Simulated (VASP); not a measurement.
Input of a VASP 6.6.1 run:

File INCAR:

```
PREC = Accurate
ENCUT = 520
EDIFF = 1E-6
ISMEAR = -1
SIGMA = 0.05
LREAL = False
LASPH = True
NELM = 80
ALGO = Fast
ISIF = 2
LWAVE = False
LCHARG = False
NBANDS = 11
```

File KPOINTS:

```
regular mesh
0
Gamma
  8 8 8
```

POSCAR

```
Ca
1.0
    0.0000000000      2.8309700062      2.8309700062
    2.8309700062      0.0000000000      2.8309700062
    2.8309700062      2.8309700062      0.0000000000
Ca
1
Direct
    0.0000000000      0.0000000000      0.0000000000
```

Potentials or basis: VASP PAW LDA potentials, release 64 (Ca_sv).

The run is started by

```bash
$ cat potpaw_LDA.64/Ca_sv/POTCAR > POTCAR
$ mpirun -np 1 vasp_std > vasp.out
```

Question: Predict the band gap on the k mesh.

Answer: Zero (band 5 reaches 1.73 eV, above the bottom of band 6 at 1.36 eV).

Question: What does it give for the pressure?

Answer: -2.6 GPa.
